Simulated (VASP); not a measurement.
# HfGe (P4/mmm) in VASP: settings compared, part 2 of 2

VASP 6.6.1. Earlier steps stand in the parts before.

## 3. Single point, B3LYP

The input, POSCAR:

```
HfGe
1.0
    3.2196660000      0.0000000000      0.0000000000
    0.0000000000      3.2196660000      0.0000000000
    0.0000000000      0.0000000000      4.1084277000
Hf Ge
1 1
Direct
    0.5000000000      0.5000000000      0.0000000000
    0.0000000000      0.0000000000      0.0000000000
```

The input, INCAR.step1:

```
ALGO     = Normal         # electronic algorithm
EDIFF    = 1E-5           # SCF threshold, eV
ENCUT    = 520            # plane-wave cutoff, eV
GGA      = PE             # functional
ISIF     = 2              # what is computed and relaxed
ISMEAR   = -1             # smearing method
LASPH    = True           # aspherical terms in the spheres
LCHARG   = False          # write CHGCAR
LREAL    = False          # projectors in reciprocal space
LWAVE    = True           # write WAVECAR
NBANDS   = 19             # bands
NELM     = 80             # most SCF steps
PREC     = Accurate       # precision mode
SIGMA    = 0.05           # smearing width, eV
```

The input, INCAR.step2:

```
AEXX     = 0.2            # exact-exchange fraction
AGGAC    = 0.81         
AGGAX    = 0.72         
ALDAC    = 0.19         
ALGO     = Normal         # electronic algorithm
EDIFF    = 1E-7           # SCF threshold, eV
ENCUT    = 520            # plane-wave cutoff, eV
GGA      = B3             # functional
ISIF     = 2              # what is computed and relaxed
ISMEAR   = -1             # smearing method
ISTART   = 1            
LASPH    = True           # aspherical terms in the spheres
LCHARG   = False          # write CHGCAR
LHFCALC  = True           # exact exchange
LREAL    = False          # projectors in reciprocal space
LWAVE    = False          # write WAVECAR
NBANDS   = 19             # bands
NELM     = 80             # most SCF steps
PREC     = Accurate       # precision mode
PRECFOCK = Normal       
SIGMA    = 0.05           # smearing width, eV
```

The input, KPOINTS:

```
k-points
0
Gamma
  4 4 4
```

Potentials or basis: VASP PAW PBE potentials, release 64 (Hf_pv, Ge_d).

Launch:

```bash
cat potpaw_PBE.64/Hf_pv/POTCAR potpaw_PBE.64/Ge_d/POTCAR > POTCAR
cp INCAR.step1 INCAR
mpirun -np 1 vasp_std > vasp.out
cp INCAR.step2 INCAR
mpirun -np 1 vasp_std > vasp.out
```

OUTCAR:

```text
AEXX = 0.2
   EDIFF = 1E-7
   ENCUT = 520
   GGA = B3
   ISIF = 2
   ISMEAR = -1
   ISTART = 1
   LASPH = True
   LHFCALC = True
   LREAL = False
   NELM = 80
   PREC = Accurate
   PRECFOCK = Normal

 ion  position               nearest neighbor table
   1  0.500  0.500  0.000-   2 2.28   2 2.28   2 2.28   2 2.28
   2  0.000  0.000  0.000-   1 2.28   1 2.28   1 2.28   1 2.28

  LATTYP: Found a simple tetragonal cell.
 ALAT       =     3.2196660000
 C/A-ratio  =     1.2760415832

  Lattice vectors:
[... 582 lines left out ...]

------------------------ aborting loop because EDIFF is reached ----------------------------------------

  FORCE on cell =-STRESS in cart. coord.  units (eV):
  Direction    XX          YY          ZZ          XY          YZ          ZX
  --------------------------------------------------------------------------------------
  -------------------------------------------------------------------------------------
  Total       25.3771388     25.3771388      0.3382603      0.0000000      0.0000000      0.0000000
  in kB      954.6758721    954.6758721     12.7251929      0.0000000      0.0000000      0.0000000
  external PRESSURE =     640.6923123 kB  Pullay stress =       0.0000000 kB

 VOLUME and BASIS-vectors are now :
 -----------------------------------------------------------------------------
  energy-cutoff  :      520.00
  volume of cell :       42.59
      direct lattice vectors                 reciprocal lattice vectors
     3.219666000  0.000000000  0.000000000     0.310591223  0.000000000  0.000000000
     0.000000000  3.219666000  0.000000000     0.000000000  0.310591223  0.000000000
     0.000000000  0.000000000  4.108427700     0.000000000  0.000000000  0.243402117

 POSITION                                       TOTAL-FORCE (eV/Angst)
 -----------------------------------------------------------------------------------
      1.60983      1.60983      0.00000         0.000000      0.000000      0.000000
      0.00000      0.00000      0.00000         0.000000      0.000000      0.000000
 -----------------------------------------------------------------------------------
    total drift:                               -0.000002      0.000001      0.000000

  FREE ENERGIE OF THE ION-ELECTRON SYSTEM (eV)
  ---------------------------------------------------
  free  energy   TOTEN  =       -11.6821093703 eV

  energy  without entropy=      -11.6785285476  energy(sigma->0) =      -11.68031896
```

OUTCAR.step1:

```text
EDIFF = 1E-5
   ENCUT = 520
   GGA = PE
   ISIF = 2
   ISMEAR = -1
[... 609 lines left out ...]
 -----------------------------------------------------------------------------------
      1.60983      1.60983      0.00000         0.000000      0.000000      0.000000
      0.00000      0.00000      0.00000         0.000000      0.000000      0.000000
 -----------------------------------------------------------------------------------
    total drift:                                0.000000     -0.000000     -0.000000

  FREE ENERGIE OF THE ION-ELECTRON SYSTEM (eV)
  ---------------------------------------------------
  free  energy   TOTEN  =       -10.4082282325 eV

  energy  without entropy=      -10.4012127798  energy(sigma->0) =      -10.40472051
```

OSZICAR.step1:

```text
N       E                     dE             d eps       ncg     rms          rms(c)
DAV:   1     0.177144892767E+03    0.17714E+03   -0.13017E+04   753   0.285E+03
DAV:   2     0.935263718851E+01   -0.16779E+03   -0.16224E+03   692   0.570E+02
DAV:   3    -0.115525925561E+02   -0.20905E+02   -0.20738E+02   818   0.120E+02
DAV:   4    -0.122052842473E+02   -0.65269E+00   -0.65212E+00   808   0.231E+01
DAV:   5    -0.122156836850E+02   -0.10399E-01   -0.10397E-01   813   0.325E+00    0.810E+01
DAV:   6    -0.108451494966E+02    0.13705E+01   -0.12715E+00   961   0.151E+01    0.480E+01
DAV:   7    -0.104587907832E+02    0.38636E+00   -0.18356E+00   859   0.784E+00    0.551E+00
DAV:   8    -0.104081106712E+02    0.50680E-01   -0.19591E-01   937   0.465E+00    0.304E+00
DAV:   9    -0.104084413896E+02   -0.33072E-03   -0.68014E-03   879   0.635E-01    0.330E-01
DAV:  10    -0.104082785025E+02    0.16289E-03   -0.14427E-03   870   0.789E-01    0.240E-01
DAV:  11    -0.104082292640E+02    0.49238E-04   -0.16424E-04   941   0.145E-01    0.319E-02
DAV:  12    -0.104082282325E+02    0.10315E-05   -0.27440E-05   730   0.942E-02
   1 F= -.10408228E+02 E0= -.10404721E+02  d E =-.701545E-02
```

It took 21 min on 1 thread of AMD EPYC 7R13 (Zen 3), shared host; peak memory 0.15 GiB.

Results:

| Property | Result |
| --- | --- |
| Free energy | -11.6821 eV |
| Pressure | 64.1 GPa |
| Band gap on the k mesh | zero (bands 12 and 13 overlap by 4.38 eV) |

Stress tensor (GPa, compression positive):
```
95.47  0.00  0.00
 0.00 95.47  0.00
 0.00  0.00  1.27
```

Caveat: the k points lie up to 0.49 Å⁻¹ apart, too coarse for converged energies and pressures of a metal; the PAW data sets were made with another functional, which shifts forces and pressure a little; spin-orbit coupling is left out, which moves the levels of the heavy elements.
